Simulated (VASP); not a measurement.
# SiNi3 (Pm-3m) in VASP: single point with PBE+D3(BJ)

Aim: the single point of SiNi3 with PBE+D3(BJ).

Everything below comes from runs of VASP 6.6.1. Logs are shortened: lines on timing, memory, paths and dates and some standing lists are left out, and cuts for length are marked.

## Step 1: The cell of the first run

The structure is cubic, space group Pm-3m (No. 221). Conventional cell: a = 3.466 Å, b = 3.466 Å, c = 3.466 Å, α = 90.00°, β = 90.00°, γ = 90.00°. Within 3.2 Å of Ni (site symmetry 4/mmm) lie 8 Ni at 2.45 Å and 4 Si at 2.45 Å. Si (site symmetry m-3m) has 12 Ni at 2.45 Å within 3.2 Å.

## Step 2: Single point, PBE+D3(BJ)

Input file POSCAR:

```
SiNi3
1.0
    3.4656256403      0.0000000000      0.0000000000
    0.0000000000      3.4656256403      0.0000000000
    0.0000000000      0.0000000000      3.4656256403
Ni Si
3 1
Direct
    0.0000000000      0.5000000000      0.5000000000
    0.5000000000      0.0000000000      0.5000000000
    0.5000000000      0.5000000000      0.0000000000
    0.0000000000      0.0000000000      0.0000000000
```

Input file INCAR.step1:

```
SYSTEM = SiNi3
ALGO     = Normal         ! electronic algorithm
EDIFF    = 1E-6           ! SCF threshold, eV
ENCUT    = 520            ! plane-wave cutoff, eV
GGA      = PE             ! functional
GGA_COMPAT= .FALSE.      
ISIF     = 2              ! what is computed and relaxed
ISMEAR   = 0              ! smearing method
IVDW     = 12             ! dispersion correction
LASPH    = .TRUE.         ! aspherical terms in the spheres
LCHARG   = .TRUE.         ! write CHGCAR
LMAXMIX  = 4              ! l up to which the mixer works
LORBIT   = 11             ! projections on sites
LREAL    = .FALSE.        ! projectors in reciprocal space
LWAVE    = .FALSE.        ! write WAVECAR
NBANDS   = 25             ! bands
NEDOS    = 2001           ! points of the DOS
NELM     = 120            ! most SCF steps
PREC     = Accurate       ! precision mode
SIGMA    = 0.1            ! smearing width, eV
```

Input file KPOINTS.step1:

```
k-points
0
G
  12 12 12
  0 0 0
```

Input file INCAR.step2:

```
SYSTEM = SiNi3
ALGO     = Normal         ! electronic algorithm
EDIFF    = 1E-6           ! SCF threshold, eV
ENCUT    = 520            ! plane-wave cutoff, eV
GGA      = PE             ! functional
GGA_COMPAT= .FALSE.      
ICHARG   = 11             ! starting density
ISIF     = 2              ! what is computed and relaxed
ISMEAR   = -5             ! smearing method
IVDW     = 12             ! dispersion correction
LASPH    = .TRUE.         ! aspherical terms in the spheres
LCHARG   = .FALSE.        ! write CHGCAR
LMAXMIX  = 4              ! l up to which the mixer works
LORBIT   = 11             ! projections on sites
LREAL    = .FALSE.        ! projectors in reciprocal space
LWAVE    = .FALSE.        ! write WAVECAR
NBANDS   = 25             ! bands
NEDOS    = 1001           ! points of the DOS
NELM     = 120            ! most SCF steps
PREC     = Accurate       ! precision mode
SIGMA    = 0.1            ! smearing width, eV
```

Input file KPOINTS.step2:

```
k-points
0
G
  18 18 18
  0 0 0
```

Potentials or basis: VASP PAW PBE potentials, release 64 (Ni, Si).

Run with:

```sh
$ cat potpaw_PBE.64/Ni/POTCAR potpaw_PBE.64/Si/POTCAR > POTCAR
$ cp INCAR.step1 INCAR
$ cp KPOINTS.step1 KPOINTS
$ mpirun -np 1 vasp_std > vasp.out
$ cp INCAR.step2 INCAR
$ cp KPOINTS.step2 KPOINTS
$ mpirun -np 1 vasp_std > vasp.out
```

OUTCAR:

```text
SYSTEM = SiNi3
   EDIFF = 1E-6
   ENCUT = 520
   GGA = PE
   ICHARG = 11
   ISIF = 2
   ISMEAR = -5
   IVDW = 12
   LASPH = .TRUE.
   LORBIT = 11
   LREAL = .FALSE.
   NELM = 120
   PREC = Accurate
 IVDW          = 12

 ion  position               nearest neighbor table
   1  0.000  0.500  0.500-   2 2.45   3 2.45   4 2.45   3 2.45   4 2.45   2 2.45   4 2.45   4 2.45
                             2 2.45   3 2.45   3 2.45   2 2.45
   2  0.500  0.000  0.500-   1 2.45   3 2.45   4 2.45   3 2.45   4 2.45   1 2.45   3 2.45   3 2.45
                             1 2.45   4 2.45   4 2.45   1 2.45
   3  0.500  0.500  0.000-   1 2.45   2 2.45   4 2.45   1 2.45   2 2.45   2 2.45   4 2.45   2 2.45
                             1 2.45   4 2.45   1 2.45   4 2.45
   4  0.000  0.000  0.000-   1 2.45   2 2.45   3 2.45   1 2.45   2 2.45   1 2.45   3 2.45   1 2.45
                             2 2.45   3 2.45   2 2.45   3 2.45

  LATTYP: Found a simple cubic cell.
 ALAT       =     3.4656256403

  Lattice vectors:

 A1 = (   3.4656256403,   0.0000000000,   0.0000000000)
 A2 = (   0.0000000000,   3.4656256403,   0.0000000000)
 A3 = (   0.0000000000,   0.0000000000,   3.4656256403)

Analysis of symmetry for initial positions (statically):
=====================================================================
 Subroutine PRICEL returns:
 Original cell was already a primitive cell.

 Routine SETGRP: Setting up the symmetry group for a
 simple cubic supercell.

 Subroutine GETGRP returns: Found 48 space group operations
 (whereof 48 operations were pure point group operations)
 out of a pool of 48 trial point group operations.

The static configuration has the point symmetry O_h .

Analysis of symmetry for dynamics (positions and initial velocities):
=====================================================================
 Subroutine PRICEL returns:
 Original cell was already a primitive cell.

 Routine SETGRP: Setting up the symmetry group for a
 simple cubic supercell.

 Subroutine GETGRP returns: Found 48 space group operations
 (whereof 48 operations were pure point group operations)
 out of a pool of 48 trial point group operations.

The dynamic configuration has the point symmetry O_h .

 Subroutine INISYM returns: Found 48 space group operations
 (whereof 48 operations are pure point group operations),
 and found     1 'primitive' translations

----------------------------------------------------------------------------------------

                                     Primitive cell

  volume of cell :      41.6241

  direct lattice vectors                    reciprocal lattice vectors
     3.465625640  0.000000000  0.000000000     0.288548188  0.000000000  0.000000000
     0.000000000  3.465625640  0.000000000     0.000000000  0.288548188  0.000000000
     0.000000000  0.000000000  3.465625640     0.000000000  0.000000000  0.288548188

  length of vectors
     3.465625640  3.465625640  3.465625640     0.288548188  0.288548188  0.288548188

  position of ions in fractional coordinates (direct lattice)
     0.000000000  0.500000000  0.500000000
     0.500000000  0.000000000  0.500000000
     0.500000000  0.500000000  0.000000000
     0.000000000  0.000000000  0.000000000

  ion indices of the primitive-cell ions
   primitive index   ion index
                 1           1
                 2           2
                 3           3
                 4           4

----------------------------------------------------------------------------------------

 KPOINTS: k-points

Automatic generation of k-mesh.
 Grid dimensions read from file:
 generate k-points for:   18   18   18

 Generating k-lattice:

  Cartesian coordinates                     Fractional coordinates (reciprocal lattice)
     0.016030455  0.000000000  0.000000000     0.055555556  0.000000000  0.000000000
     0.000000000  0.016030455  0.000000000     0.000000000  0.055555556  0.000000000
     0.000000000  0.000000000  0.016030455     0.000000000  0.000000000  0.055555556

  Length of vectors
     0.016030455  0.016030455  0.016030455

  Shift w.r.t. Gamma in fractional coordinates (k-lattice)
     0.000000000  0.000000000  0.000000000

 TETIRR: Found   2900 inequivalent tetrahedra from    34992

 Subroutine IBZKPT returns following result:
 ===========================================

 Found    220 irreducible k-points:

 Following reciprocal coordinates:
            Coordinates               Weight
  0.000000  0.000000  0.000000      1.000000
  0.055556  0.000000  0.000000      6.000000
  0.111111  0.000000  0.000000      6.000000
  0.166667  0.000000  0.000000      6.000000
  0.222222  0.000000  0.000000      6.000000
  0.277778  0.000000  0.000000      6.000000
[... 16 lines left out ...]
  0.277778  0.111111  0.000000     24.000000
  0.333333  0.111111  0.000000     24.000000
 [... further k-points ...]
   k-points           NKPTS =    220   k-points in BZ     NKDIM =    220   number of bands    NBANDS=     25
   number of dos      NEDOS =   1001   number of ions     NIONS =      4
   total plane-waves  NPLWV =  21952
   dimension x,y,z NGX =    28 NGY =   28 NGZ =   28
   dimension x,y,z NGXF=    56 NGYF=   56 NGZF=   56
   ions per type =               3   1
   NGX,Y,Z   is equivalent  to a cutoff of  13.43, 13.43, 13.43 a.u.
   NGXF,Y,Z  is equivalent  to a cutoff of  26.86, 26.86, 26.86 a.u.
 SYSTEM =  SiNi3
   PREC   = accura    normal or accurate (medium, high low for compatibility)
   ISTART =      0    job   : 0-new  1-cont  2-samecut
   ICHARG =     11    charge: 1-file 2-atom 10-const
   ISPIN  =      1    spin polarized calculation?
   LNONCOLLINEAR =      F non collinear calculations
   LSORBIT =      F    spin-orbit coupling
   LASPH  =      T    aspherical Exc in radial PAW
   ENCUT  =  520.0 eV  38.22 Ry    6.18 a.u.   6.44  6.44  6.44*2*pi/ulx,y,z
   NELM   =    120;   NELMIN=  2; NELMDL=  0     # of ELM steps
   EDIFF  = 0.1E-05   stopping-criterion for ELM
   LREAL  =      F    real-space projection
   EDIFFG = 0.1E-04   stopping-criterion for IOM
   NSW    =      0    number of steps for IOM
   IBRION =     -1    ionic relax: 0-MD 1-quasi-New 2-CG
   NFREE  =      0    steps in history (QN), initial steepest desc. (CG)
   ISIF   =      2    stress and relaxation
   ISYM   =      2    0-nonsym 1-usesym 2-fastsym
   POTIM  = 0.5000    time-step for ionic-motion
   TEBEG  =    0.0;   TEEND  =   0.0 temperature during run
   PSTRESS=    0.0 pullay stress
   NELECT =      34.0000    total number of electrons
   NUPDOWN=      -1.0000    fix difference up-down
   EMIN   =  10.00;   EMAX   =-10.00  energy-range for DOS
   EFERMI =   0.00;   METHOD = LEGACY
   ISMEAR =    -5;   SIGMA  =   0.10  broadening in eV -4-tet -1-fermi 0-gaus
   EFERMI_NEDOS =   21; number of points for ismear=-14 and -15
   IALGO  =     38    algorithm
   IMIX   =      4    mixing-type and parameters
     AMIX     =   0.40;   BMIX     =  1.00
     AMIX_MAG =   1.60;   BMIX_MAG =  1.00
  volume/ion in A,a.u.               =      10.41        70.22
  Fermi-wavevector in a.u.,A,eV,Ry     =   1.530334  2.891911 31.863775  2.341921
  Thomas-Fermi vector in A             =   2.637831
   LORBIT       =     11    0 simple, 1 ext, 2 COOP (PROOUT), +10 PAW based schemes
   GGA     = PE    functional components
   LHFCALC =     F    Hartree Fock is set to
   AEXX    =    0.0000 exact exchange contribution
   IVDW    =    12    specifies the selected vdW correction
   LEPSILON=     F    determine dielectric tensor
   LRPA    =     F    only Hartree local field effects (RPA)
 non-spin polarized calculation
 Fermi weights with tetrahedron method with Bloechl corrections
  energy-cutoff  :      520.00
  volume of cell :       41.62
 maximum number of plane-waves:      1141
 NGX is ok and might be reduce to    28

 number of electron      33.9999971 magnetization

 Free energy of the ion-electron system (eV)
  ---------------------------------------------------
  ext. energy  EPLUGINS =         0.00000000
  ---------------------------------------------------
  free energy    TOTEN  =       -23.64446059 eV

  energy without entropy =      -23.64446059  energy(sigma->0) =      -23.64446059

 E-fermi :  11.1723     XC(G=0): -13.2907

 val. band max:       11.1656102880   @ k =   0.1667   0.0556   0.0556
 cond. band min:      11.1652899285   @ k =   0.3889   0.3889   0.3889
 fundamental gap:     -0.0003203594
 Fermi energy:        11.1722815894

 k-point     1 :       0.0000    0.0000    0.0000
  band No.  band energies     occupation
      1      -1.0193      2.00000
      2       6.0909      2.00000
      3       6.9247      2.00000
      4       6.9247      2.00000
      5       7.4684      2.00000
      6       7.4684      2.00000
[... 17 lines left out ...]
     24      22.0209      0.00000
     25      22.0209      0.00000

 k-point     2 :       0.0556    0.0000    0.0000
  band No.  band energies     occupation
      1      -0.9820      2.00000
      2       6.1018      2.00000
      3       6.8726      2.00000
      4       6.9516      2.00000
      5       7.4658      2.00000
      6       7.4658      2.00000
[... 17 lines left out ...]
     24      21.9048      0.00000
     25      21.9235      0.00000

 k-point     3 :       0.1111    0.0000    0.0000
  band No.  band energies     occupation
      1      -0.8707      2.00000
      2       6.1152      2.00000
      3       6.7251      2.00000
      4       7.0308      2.00000
      5       7.4569      2.00000
      6       7.4569      2.00000
[... 17 lines left out ...]
     24      21.5080      0.00000
     25      21.6771      0.00000

 k-point     4 :       0.1667    0.0000    0.0000
  band No.  band energies     occupation
      1      -0.6875      2.00000
      2       6.0182      2.00000
      3       6.5763      2.00000
      4       7.1586      2.00000
      5       7.4396      2.00000
      6       7.4396      2.00000
[... 17 lines left out ...]
     24      20.8388      0.00000
     25      21.4145      0.00000
[... 477 lines left out ...]
 k-point    22 :       0.2222    0.1111    0.0000
  band No.  band energies     occupation
      1      -0.2934      2.00000
      2       5.7335      2.00000
      3       6.5642      2.00000
      4       7.0984      2.00000
      5       7.3568      2.00000
      6       7.5014      2.00000
[... 17 lines left out ...]
     24      20.1824      0.00000
     25      22.1358      0.00000

 k-point    23 :       0.2778    0.1111    0.0000
  band No.  band energies     occupation
      1       0.0156      2.00000
      2       5.1934      2.00000
      3       6.6829      2.00000
      4       7.1541      2.00000
      5       7.3247      2.00000
      6       7.6108      2.00000
[... 17 lines left out ...]
     24      20.2723      0.00000
     25      22.3817      0.00000

 k-point    24 :       0.3333    0.1111    0.0000
  band No.  band energies     occupation
      1       0.3715      2.00000
      2       4.5965      2.00000
      3       6.8204      2.00000
      4       7.1687      2.00000
      5       7.2908      2.00000
      6       7.7841      2.00000
[... 17 lines left out ...]
     24      20.2491      0.00000
     25      23.2301      0.00000

 [... further k-points ...]

------------------------ aborting loop because EDIFF is reached ----------------------------------------

 Edisp (eV)   -2.04830

 E8    (eV) :    -0.8740

  FORCE on cell =-STRESS in cart. coord.  units (eV):
  Direction    XX          YY          ZZ          XY          YZ          ZX
  --------------------------------------------------------------------------------------
  -------------------------------------------------------------------------------------
  Total       0.08163     0.08163     0.08163    -0.00000     0.00000     0.00000
  in kB       3.14190     3.14190     3.14190    -0.00000     0.00000     0.00000
  external pressure =        3.14 kB  Pullay stress =        0.00 kB

 VOLUME and BASIS-vectors are now :
 -----------------------------------------------------------------------------
  energy-cutoff  :      520.00
  volume of cell :       41.62
      direct lattice vectors                 reciprocal lattice vectors
     3.465625640  0.000000000  0.000000000     0.288548188  0.000000000  0.000000000
     0.000000000  3.465625640  0.000000000     0.000000000  0.288548188  0.000000000
     0.000000000  0.000000000  3.465625640     0.000000000  0.000000000  0.288548188

 POSITION                                       TOTAL-FORCE (eV/Angst)
 -----------------------------------------------------------------------------------
      0.00000      1.73281      1.73281         0.000000      0.000000      0.000000
      1.73281      0.00000      1.73281         0.000000      0.000000      0.000000
      1.73281      1.73281      0.00000         0.000000      0.000000      0.000000
      0.00000      0.00000      0.00000         0.000000      0.000000      0.000000
 -----------------------------------------------------------------------------------
    total drift:                                0.000000      0.000000      0.000000

  FREE ENERGIE OF THE ION-ELECTRON SYSTEM (eV)
  ---------------------------------------------------
  free  energy   TOTEN  =       -25.6927594997 eV

  energy  without entropy=      -25.6927594997  energy(sigma->0) =      -25.69275950

 total charge

# of ion       s       p       d       tot
------------------------------------------
    1        0.501   0.607   8.432   9.540
    2        0.501   0.607   8.432   9.540
    3        0.501   0.607   8.432   9.540
    4        0.730   0.842   0.000   1.572
--------------------------------------------------
tot          2.233   2.663  25.295  30.191
```

It took 5.4 min on 1 thread of Intel Xeon 8259CL, shared host; peak memory 0.3 GiB.

Results:

- Valence electrons inside the program's atomic spheres: Ni 9.54; Si 1.57
- Dispersion energy per atom: -0.512 eV

Levels at points of the mesh, in eV from the Fermi level:
| k point | band 14 | band 15 | band 16 | band 17 | band 18 | band 19 | band 20 | band 21 |
| --- | --- | --- | --- | --- | --- | --- | --- | --- |
| (0.00, 0.00, 0.00) | -0.64 | -0.64 | -0.30 | 0.05 | 0.05 | 0.05 | 5.17 | 6.51 |
| (0.50, 0.00, 0.00) | -1.34 | -1.19 | -0.57 | 0.05 | 3.75 | 3.75 | 5.37 | 5.37 |
| (0.50, 0.50, 0.00) | -1.48 | -1.15 | -1.05 | -0.98 | 0.70 | 0.70 | 5.82 | 6.52 |
| (0.50, 0.50, 0.50) | -1.29 | -1.29 | -0.45 | -0.20 | -0.20 | -0.20 | 1.37 | 4.19 |
